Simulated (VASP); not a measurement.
Al, 8 atoms in the cell. The structure is tetragonal, space group P4_3 (No. 78). Conventional cell: a = 4.032 Å, b = 4.032 Å, c = 8.831 Å, α = 90.00°, β = 90.00°, γ = 90.00°. Within 3.6 Å of Al (site symmetry 1) lie 13 Al at 2.49 to 3.55 Å. Al (site symmetry 1) has 5 Al at 2.30 to 2.51 Å within 3.0 Å. The cell was built from a structure type or drawn by symmetry, and may not be a known phase.

```yaml
Program: VASP 6.6.1
Task: relaxation of cell and atoms
Functional: PBE
Potentials_or_basis: VASP PAW PBE potentials, release 64 (Al)
Cutoff: 600 eV
k_mesh: 4 × 4 × 2
Occupations: gaussian, width 0.1 eV
Spin: no spin polarisation
Dipole_correction: no
Further_INCAR_settings: ALGO = Normal; EDIFF = 1e-07; IBRION = 2; EDIFFG = -0.04; NSW = 90; ISIF = 3
```

Potentials or basis: VASP PAW PBE potentials, release 64 (Al).

Launch:

```sh
$ cat potpaw_PBE.64/Al/POTCAR > POTCAR
$ mpirun -np 1 vasp_std > vasp.out
```

Hardware: 1 thread of Intel Xeon 8259CL (shared host).

How long does it take, and how much memory?

Wall time 26 min on 1 thread of Intel Xeon 8259CL, on a shared host, peak memory 0.27 GiB. Counts: scf iterations 432, k points 12, ion steps 60.
